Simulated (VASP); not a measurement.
Here is a VASP 6.6.1 calculation.

Contents of INCAR:

```
SYSTEM = Si
ALGO = Normal
EDIFF = 1E-6
ENCUT = 520
GGA = PE
ISIF = 2
ISMEAR = -1
IVDW = 12
LASPH = .TRUE.
LCHARG = .TRUE.
LELF = .TRUE.
LREAL = Auto
LVHAR = .TRUE.
LWAVE = .FALSE.
NBANDS = 163
NELECT = 250.0
NELM = 80
PREC = Accurate
SIGMA = 0.02
```

The input KPOINTS:

```
k-points
0
G
  1 1 1
  0 0 0
```

File POSCAR:

```
Si
1.0
   10.8600000000      0.0000000000      0.0000000000
    0.0000000000     10.8600000000      0.0000000000
    0.0000000000      0.0000000000     10.8600000000
Si
63
Direct
    0.5000000000      0.0000000000      0.0000000000
    0.6242192869      0.1249463522      0.1249463522
    0.7515016618      0.2484983382      0.0020989222
    0.8750536478      0.3757807131      0.1249463522
    0.7515016618      0.0020989222      0.2484983382
    0.8750536478      0.1249463522      0.3757807131
    0.1244860832     -0.1244860832     -0.1244860832
    0.1244860832      0.1244860832      0.1244860832
    0.2484983382      0.2484983382     -0.0020989222
    0.3742172962      0.3742172962      0.1265555381
    0.5000000000      0.5000000000      0.0000000000
    0.6257827038      0.6257827038      0.1265555381
    0.7515016618      0.7515016618     -0.0020989222
    0.8755139168      0.8755139168      0.1244860832
    0.2484983382     -0.0020989222      0.2484983382
    0.3742172962      0.1265555381      0.3742172962
    0.5000156376      0.2500561563      0.2500561563
    0.6248336284      0.3751663716      0.3751663716
    0.7499438437      0.4999843624      0.2500561563
    0.8734444619      0.6257827038      0.3742172962
    0.5000000000      0.0000000000      0.5000000000
    0.6257827038      0.1265555381      0.6257827038
    0.7499438437      0.2500561563      0.4999843624
    0.8734444619      0.3742172962      0.6257827038
    0.7515016618     -0.0020989222      0.7515016618
    0.8755139168      0.1244860832      0.8755139168
    0.0000000000      0.5000000000      0.0000000000
    0.1249463522      0.6242192869      0.1249463522
    0.2484983382      0.7515016618      0.0020989222
    0.3757807131      0.8750536478      0.1249463522
   -0.0020989222      0.2484983382      0.2484983382
    0.1265555381      0.3742172962      0.3742172962
    0.2500561563      0.5000156376      0.2500561563
    0.3751663716      0.6248336284      0.3751663716
    0.4999843624      0.7499438437      0.2500561563
    0.6257827038      0.8734444619      0.3742172962
    0.0000000000      0.0000000000      0.5000000000
    0.1249463522      0.1249463522      0.6242192869
    0.2500561563      0.2500561563      0.5000156376
    0.3751663716      0.3751663716      0.6248336284
    0.5000000000      0.5000000000      0.5000000000
    0.6248336284      0.6248336284      0.6248336284
    0.7499438437      0.7499438437      0.5000156376
    0.8750536478      0.8750536478      0.6242192869
    0.2484983382      0.0020989222      0.7515016618
    0.3757807131      0.1249463522      0.8750536478
    0.4999843624      0.2500561563      0.7499438437
    0.6257827038      0.3742172962      0.8734444619
    0.7499438437      0.5000156376      0.7499438437
    0.8750536478      0.6242192869      0.8750536478
    0.0020989222      0.7515016618      0.2484983382
    0.1249463522      0.8750536478      0.3757807131
    0.0000000000      0.5000000000      0.5000000000
    0.1265555381      0.6257827038      0.6257827038
    0.2500561563      0.7499438437      0.4999843624
    0.3742172962      0.8734444619      0.6257827038
    0.0020989222      0.2484983382      0.7515016618
    0.1249463522      0.3757807131      0.8750536478
    0.2500561563      0.4999843624      0.7499438437
    0.3742172962      0.6257827038      0.8734444619
    0.5000156376      0.7499438437      0.7499438437
    0.6242192869      0.8750536478      0.8750536478
   -0.0020989222      0.7515016618      0.7515016618
```

Potentials or basis: VASP PAW PBE potentials, release 64 (Si).

Command:

```bash
$ cat potpaw_PBE.64/Si/POTCAR > POTCAR
$ mpirun -np 1 vasp_gam > vasp.out
```

(1) Predict the dispersion energy per atom.

(2) What does it give for the largest force?

Answers

(1) -0.317 eV.

(2) 0.007 eV/Å.

Caveat: the k points lie up to 0.58 Å⁻¹ apart; the cell carries a net charge on a neutralising background, which shifts energy and pressure.
